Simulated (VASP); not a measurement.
# NaCl in VASP: a series of runs

NaCl is run at these levels: PBE; tasks: electric field gradients.

Program: VASP 6.6.1. These are calculated values, not measurements. Logs are shortened: lines on timing, memory, paths and dates and some standing lists are left out, and cuts for length are marked.

**1. The cell of the first run**

The structure is tetragonal, space group P4/mmm (No. 123). The conventional cell has a = 2.917 Å, b = 2.917 Å, c = 2.860 Å, α = 90.00°, β = 90.00°, γ = 90.00°. Na (site symmetry 4/mmm) has 8 Cl at 2.51 Å and 6 Na at 2.86 to 2.92 Å within 3.3 Å. Cl (site symmetry 4/mmm) has 8 Na at 2.51 Å and 6 Cl at 2.86 to 2.92 Å within 3.3 Å.

**2. Electric field gradients, PBE (x and y stretched by +2 %, z held)**

The input, INCAR:

```
SYSTEM = NaCl
ALGO = Normal
EDIFF = 1E-8
ENCUT = 520
GGA = PE
ISIF = 2
ISMEAR = -1
LASPH = .True.
LCHARG = .False.
LEFG = .True.
LREAL = .False.
LWAVE = .False.
NBANDS = 14
NELM = 80
PREC = Accurate
SIGMA = 0.03
```

The input, KPOINTS:

```
k-points
0
Gamma
  9 9 9
  0 0 0
```

The input, POSCAR:

```
NaCl
1.0
    2.9172000000      0.0000000000      0.0000000000
    0.0000000000      2.9172000000      0.0000000000
    0.0000000000      0.0000000000      2.8600000000
Na Cl
1 1
Direct
    0.0000000000      0.0000000000      0.0000000000
    0.5000000000      0.5000000000      0.5000000000
```

Potentials or basis: VASP PAW PBE potentials, release 64 (Na_pv, Cl).

On the command line:

```bash
$ cat potpaw_PBE.64/Na_pv/POTCAR potpaw_PBE.64/Cl/POTCAR > POTCAR
$ mpirun -np 1 vasp_std > vasp.out
```

OUTCAR:

```text
SYSTEM = NaCl
   EDIFF = 1E-8
   ENCUT = 520
   GGA = PE
   ISIF = 2
   ISMEAR = -1
   LASPH = .True.
   LREAL = .False.
   NELM = 80
   PREC = Accurate

 ion  position               nearest neighbor table
   1  0.000  0.000  0.000-   2 2.51   2 2.51   2 2.51   2 2.51   2 2.51   2 2.51   2 2.51   2 2.51

   2  0.500  0.500  0.500-   1 2.51   1 2.51   1 2.51   1 2.51   1 2.51   1 2.51   1 2.51   1 2.51

  LATTYP: Found a simple tetragonal cell.
 ALAT       =     2.9172000000
 C/A-ratio  =     0.9803921569

  Lattice vectors:

 A1 = (   2.9172000000,   0.0000000000,   0.0000000000)
 A2 = (   0.0000000000,   2.9172000000,   0.0000000000)
 A3 = (   0.0000000000,   0.0000000000,   2.8600000000)

Analysis of symmetry for initial positions (statically):
=====================================================================
 Subroutine PRICEL returns:
 Original cell was already a primitive cell.

 Routine SETGRP: Setting up the symmetry group for a
 simple tetragonal supercell.

 Subroutine GETGRP returns: Found 16 space group operations
 (whereof 16 operations were pure point group operations)
 out of a pool of 16 trial point group operations.

The static configuration has the point symmetry D_4h.

Analysis of symmetry for dynamics (positions and initial velocities):
=====================================================================
 Subroutine PRICEL returns:
 Original cell was already a primitive cell.

 Routine SETGRP: Setting up the symmetry group for a
 simple tetragonal supercell.

 Subroutine GETGRP returns: Found 16 space group operations
 (whereof 16 operations were pure point group operations)
 out of a pool of 16 trial point group operations.

The dynamic configuration has the point symmetry D_4h.

 Subroutine INISYM returns: Found 16 space group operations
 (whereof 16 operations are pure point group operations),
 and found     1 'primitive' translations

----------------------------------------------------------------------------------------

                                     Primitive cell

  volume of cell :      24.3388

  direct lattice vectors                    reciprocal lattice vectors
     2.917200000  0.000000000  0.000000000     0.342794460  0.000000000  0.000000000
     0.000000000  2.917200000  0.000000000     0.000000000  0.342794460  0.000000000
     0.000000000  0.000000000  2.860000000     0.000000000  0.000000000  0.349650350

  length of vectors
     2.917200000  2.917200000  2.860000000     0.342794460  0.342794460  0.349650350

  position of ions in fractional coordinates (direct lattice)
     0.000000000  0.000000000  0.000000000
     0.500000000  0.500000000  0.500000000

  ion indices of the primitive-cell ions
   primitive index   ion index
                 1           1
                 2           2

----------------------------------------------------------------------------------------

 KPOINTS: k-points

Automatic generation of k-mesh.
 Grid dimensions read from file:
 generate k-points for:    9    9    9

 Generating k-lattice:

  Cartesian coordinates                     Fractional coordinates (reciprocal lattice)
     0.038088273  0.000000000  0.000000000     0.111111111  0.000000000  0.000000000
     0.000000000  0.038088273  0.000000000     0.000000000  0.111111111  0.000000000
     0.000000000  0.000000000  0.038850039     0.000000000  0.000000000  0.111111111

  Length of vectors
     0.038088273  0.038088273  0.038850039

  Shift w.r.t. Gamma in fractional coordinates (k-lattice)
     0.000000000  0.000000000  0.000000000

 Subroutine IBZKPT returns following result:
 ===========================================

 Found     75 irreducible k-points:

 Following reciprocal coordinates:
            Coordinates               Weight
[... 33 lines left out ...]
 SYSTEM =  NaCl
   PREC   = accura    normal or accurate (medium, high low for compatibility)
   ISTART =      0    job   : 0-new  1-cont  2-samecut
   ICHARG =      2    charge: 1-file 2-atom 10-const
   ISPIN  =      1    spin polarized calculation?
   LNONCOLLINEAR =      F non collinear calculations
   LSORBIT =      F    spin-orbit coupling
   LASPH  =      T    aspherical Exc in radial PAW
   ENCUT  =  520.0 eV  38.22 Ry    6.18 a.u.   5.42  5.42  5.32*2*pi/ulx,y,z
   NELM   =     80;   NELMIN=  2; NELMDL= -5     # of ELM steps
   EDIFF  = 0.1E-07   stopping-criterion for ELM
   LREAL  =      F    real-space projection
   EDIFFG = 0.1E-06   stopping-criterion for IOM
   NSW    =      0    number of steps for IOM
   IBRION =     -1    ionic relax: 0-MD 1-quasi-New 2-CG
   NFREE  =      0    steps in history (QN), initial steepest desc. (CG)
   ISIF   =      2    stress and relaxation
   ISYM   =      2    0-nonsym 1-usesym 2-fastsym
   POTIM  = 0.5000    time-step for ionic-motion
   TEBEG  =    0.0;   TEEND  =   0.0 temperature during run
   PSTRESS=    0.0 pullay stress
   NELECT =      14.0000    total number of electrons
   NUPDOWN=      -1.0000    fix difference up-down
   EMIN   =  10.00;   EMAX   =-10.00  energy-range for DOS
   EFERMI =   0.00;   METHOD = LEGACY
   ISMEAR =    -1;   SIGMA  =   0.03  broadening in eV -4-tet -1-fermi 0-gaus
   EFERMI_NEDOS =   21; number of points for ismear=-14 and -15
   IALGO  =     38    algorithm
   IMIX   =      4    mixing-type and parameters
     AMIX     =   0.40;   BMIX     =  1.00
     AMIX_MAG =   1.60;   BMIX_MAG =  1.00
  volume/ion in A,a.u.               =      12.17        82.12
  Fermi-wavevector in a.u.,A,eV,Ry     =   1.361501  2.572864 25.220923  1.853686
  Thomas-Fermi vector in A             =   2.488072
   LORBIT       =      0    0 simple, 1 ext, 2 COOP (PROOUT), +10 PAW based schemes
   GGA     = PE    functional components
   LHFCALC =     F    Hartree Fock is set to
   AEXX    =    0.0000 exact exchange contribution
   IVDW    =     0    specifies the selected vdW correction
   LEPSILON=     F    determine dielectric tensor
   LRPA    =     F    only Hartree local field effects (RPA)
 non-spin polarized calculation
  energy-cutoff  :      520.00
  volume of cell :       24.34
 maximum number of plane-waves:       671
 NGX is ok and might be reduce to    24
   NGX = 11   NGY = 11   NGZ = 11

 number of electron      14.0000005 magnetization

 Free energy of the ion-electron system (eV)
  ---------------------------------------------------
  ext. energy  EPLUGINS =         0.00000000
  ---------------------------------------------------
  free energy    TOTEN  =        -4.55096410 eV

  energy without entropy =       -4.55096410  energy(sigma->0) =       -4.55096410

 E-fermi :   7.0543     XC(G=0): -11.1601

 val. band max:        6.3491390699   @ k =   0.4444   0.4444   0.0000
 cond. band min:      11.0614085371   @ k =   0.4444   0.4444   0.0000
 fundamental gap:      4.7122694671
 Fermi energy:         7.0543121808

 k-point     1 :       0.0000    0.0000    0.0000
  band No.  band energies     occupation
      1     -16.3363      2.00000
      2     -16.3363      2.00000
      3     -16.3240      2.00000
      4     -10.3965      2.00000
      5       4.9328      2.00000
      6       4.9328      2.00000
      7       5.2746      2.00000
      8      13.0140      0.00000
      9      13.0713      0.00000
     10      13.5202      0.00000
     11      23.6727      0.00000
     12      24.1090      0.00000
     13      24.1090      0.00000
     14      28.1015      0.00000
[... 377 lines left out ...]
      1     -16.6565      2.00000
      2     -16.3352      2.00000
      3     -16.3238      2.00000
      4      -8.8299      2.00000
      5       0.1058      2.00000
      6       4.7421      2.00000
      7       5.0197      2.00000
      8      16.1531      0.00000
      9      16.5980      0.00000
     10      16.6675      0.00000
     11      17.2771      0.00000
     12      22.2360      0.00000
     13      22.5865      0.00000
     14      23.5666      0.00000

 [... further k-points ...]

------------------------ aborting loop because EDIFF is reached ----------------------------------------

  FORCE on cell =-STRESS in cart. coord.  units (eV):
  Direction    XX          YY          ZZ          XY          YZ          ZX
  --------------------------------------------------------------------------------------
  -------------------------------------------------------------------------------------
  Total        8.2089623      8.2089623      8.9412044      0.0000000      0.0000000      0.0000000
  in kB      540.3814086    540.3814086    588.5836093      0.0000000      0.0000000      0.0000000
  external PRESSURE =     556.4488089 kB  Pullay stress =       0.0000000 kB

 VOLUME and BASIS-vectors are now :
 -----------------------------------------------------------------------------
  energy-cutoff  :      520.00
  volume of cell :       24.34
      direct lattice vectors                 reciprocal lattice vectors
     2.917200000  0.000000000  0.000000000     0.342794460  0.000000000  0.000000000
     0.000000000  2.917200000  0.000000000     0.000000000  0.342794460  0.000000000
     0.000000000  0.000000000  2.860000000     0.000000000  0.000000000  0.349650350

 POSITION                                       TOTAL-FORCE (eV/Angst)
 -----------------------------------------------------------------------------------
      0.00000      0.00000      0.00000         0.000000      0.000000      0.000000
      1.45860      1.45860      1.43000         0.000000      0.000000      0.000000
 -----------------------------------------------------------------------------------
    total drift:                                0.000000     -0.000000     -0.000000

  FREE ENERGIE OF THE ION-ELECTRON SYSTEM (eV)
  ---------------------------------------------------
  free  energy   TOTEN  =        -4.5509640999 eV

  energy  without entropy=       -4.5509640999  energy(sigma->0) =       -4.55096410

 Electric field gradients (V/A^2)
---------------------------------------------------------------------
 ion       V_xx      V_yy      V_zz      V_xy      V_xz      V_yz
---------------------------------------------------------------------
   1      -0.647    -0.647     1.294    -0.000    -0.000     0.000
   2       5.408     5.408   -10.817     0.000    -0.000    -0.000
---------------------------------------------------------------------

 Electric field gradients after diagonalization (V/A^2)
 (convention: |V_zz| > |V_xx| > |V_yy|)
----------------------------------------------------------------------
 ion       V_xx      V_yy      V_zz     asymmetry (V_yy - V_xx)/ V_zz
----------------------------------------------------------------------
   1      -0.647    -0.647     1.294       0.000
   2       5.408     5.408   -10.817       0.000
----------------------------------------------------------------------

           NMR quadrupolar parameters

 Cq : quadrupolar parameter    Cq=e*Q*V_zz/h
 eta: asymmetry parameters     (V_yy - V_xx)/ V_zz
 Q  : nuclear electric quadrupole moment in mb (millibarn)
----------------------------------------------------------------------
 ion       Cq(MHz)       eta       Q (mb)
----------------------------------------------------------------------
   1       0.003       0.000       1.000
   2      -0.026       0.000       1.000
----------------------------------------------------------------------
```

It took 13 s on 1 thread of Intel Xeon Platinum 8488C (Sapphire Rapids), shared host; peak memory 0.14 GiB.

Results:

```yaml
Free_energy: -4.5510 eV
Pressure: 55.6 GPa
Band_gap_on_the_k_mesh: 4.71 eV, direct
```

Electric field gradients, principal values (V/Å²):
```
atom   least  middle  greatest (by size)
1 Na  -0.647  -0.647               1.294
2 Cl   5.408   5.408             -10.817
```

Caveat: the cell differs from its parent crystal (x and y stretched by +2 %, z held); without QUAD_EFG the Cq values of the log hold for a quadrupole moment of 1 mb, not for the nuclei. A k mesh can miss the band edges.

**3. Electric field gradients, PBE (equal xy, yz and zx shear strains of +3 %)**

The input, INCAR:

```
PREC = Accurate ; ENCUT = 520
EDIFF = 1E-8 ; ISMEAR = -1
SIGMA = 0.03 ; LREAL = F
LASPH = T ; NELM = 80
ALGO = Normal ; ISIF = 2
LWAVE = F ; LCHARG = F
GGA = PE ; LEFG = T
NBANDS = 14
```

The input, KPOINTS:

```
Automatic mesh
0
Gamma
  9 9 9
```

The input, POSCAR:

```
NaCl
1.0
    2.8600000000      0.0429000000      0.0429000000
    0.0429000000      2.8600000000      0.0429000000
    0.0429000000      0.0429000000      2.8600000000
Na Cl
1 1
Direct
    0.0000000000      0.0000000000      0.0000000000
    0.5000000000      0.5000000000      0.5000000000
```

Potentials or basis: VASP PAW PBE potentials, release 64 (Na_pv, Cl).

On the command line:

```bash
$ cat potpaw_PBE.64/Na_pv/POTCAR potpaw_PBE.64/Cl/POTCAR > POTCAR
$ mpirun -np 1 vasp_std > vasp.out
```

OUTCAR:

```text
PREC = Accurate
   ENCUT = 520
   EDIFF = 1E-8
   ISMEAR = -1
   LREAL = F
   LASPH = T
   NELM = 80
   ISIF = 2
   GGA = PE

 ion  position               nearest neighbor table
   1  0.000  0.000  0.000-   2 2.45   2 2.45   2 2.45   2 2.45   2 2.45   2 2.45   2 2.55   2 2.55

   2  0.500  0.500  0.500-   1 2.45   1 2.45   1 2.45   1 2.45   1 2.45   1 2.45   1 2.55   1 2.55

  LATTYP: Found a trigonal (rhomboedric) cell.
 ALAT       =     2.8606434276
 COS(alpha) =     0.0302114049

  Lattice vectors:

 A1 = (   2.8600000000,   0.0429000000,   0.0429000000)
 A2 = (   0.0429000000,   2.8600000000,   0.0429000000)
 A3 = (   0.0429000000,   0.0429000000,   2.8600000000)

Analysis of symmetry for initial positions (statically):
=====================================================================
 Subroutine PRICEL returns:
 Original cell was already a primitive cell.

 Routine SETGRP: Setting up the symmetry group for a
 trigonal (rhombohedral) supercell.

[... 598 lines left out ...]
     2.860000000  0.042900000  0.042900000     0.349805436 -0.005169538 -0.005169538
     0.042900000  2.860000000  0.042900000    -0.005169538  0.349805436 -0.005169538
     0.042900000  0.042900000  2.860000000    -0.005169538 -0.005169538  0.349805436

 POSITION                                       TOTAL-FORCE (eV/Angst)
 -----------------------------------------------------------------------------------
      0.00000      0.00000      0.00000        -0.000000      0.000000      0.000000
      1.47290      1.47290      1.47290         0.000000     -0.000000      0.000000
 -----------------------------------------------------------------------------------
    total drift:                               -0.000000     -0.000000     -0.000000

  FREE ENERGIE OF THE ION-ELECTRON SYSTEM (eV)
  ---------------------------------------------------
  free  energy   TOTEN  =        -4.1807780798 eV

  energy  without entropy=       -4.1807780798  energy(sigma->0) =       -4.18077808

 Electric field gradients (V/A^2)
---------------------------------------------------------------------
 ion       V_xx      V_yy      V_zz      V_xy      V_xz      V_yz
---------------------------------------------------------------------
   1      -0.000    -0.000    -0.000     2.983     2.983     2.983
   2      -0.000     0.000     0.000     0.641     0.641     0.641
---------------------------------------------------------------------

 Electric field gradients after diagonalization (V/A^2)
 (convention: |V_zz| > |V_xx| > |V_yy|)
----------------------------------------------------------------------
 ion       V_xx      V_yy      V_zz     asymmetry (V_yy - V_xx)/ V_zz
----------------------------------------------------------------------
   1      -2.983    -2.983     5.967       0.000
   2      -0.641    -0.641     1.282       0.000
----------------------------------------------------------------------

           NMR quadrupolar parameters

 Cq : quadrupolar parameter    Cq=e*Q*V_zz/h
 eta: asymmetry parameters     (V_yy - V_xx)/ V_zz
 Q  : nuclear electric quadrupole moment in mb (millibarn)
----------------------------------------------------------------------
 ion       Cq(MHz)       eta       Q (mb)
----------------------------------------------------------------------
   1       0.014       0.000       1.000
   2       0.003       0.000       1.000
----------------------------------------------------------------------
```

stdout:

```text
POSCAR found type information on POSCAR NaCl
 POSCAR found :  2 types and       2 ions
 scaLAPACK will be used
 LDA part: xc-table for (Slater+PW92), standard interpolation
 POSCAR, INCAR and KPOINTS ok, starting setup
 FFT: planning ... GRIDC
 FFT: planning ... GRID_SOFT
 FFT: planning ... GRID
 WAVECAR not read
 entering main loop
ion   1

ion   2
```

Wall time 15 s (1 thread of Intel Xeon Platinum 8488C (Sapphire Rapids), shared host); peak memory 0.14 GiB.

Results:

- Free energy: -4.1808 eV
- Pressure: 65.6 GPa
- Band gap on the k mesh: 4.77 eV, direct

Levels at points of the mesh, in eV from the valence-band top:
```csv
k point,band 4,band 5,band 6,band 7,band 8,band 9,band 10,band 11
"(0.00, 0.00, 0.00)",-16.91,-1.25,-1.25,-1.07,6.76,6.76,7.51,17.64
```

Electric field gradients, principal values (V/Å²):
```csv
atom,least,middle,greatest (by size)
1 Na,-2.983,-2.983,5.967
2 Cl,-0.641,-0.641,1.282
```

Caveat: the cell differs from its parent crystal (equal xy, yz and zx shear strains of +3 %); without QUAD_EFG the Cq values of the log hold for a quadrupole moment of 1 mb, not for the nuclei. A k mesh can miss the band edges.
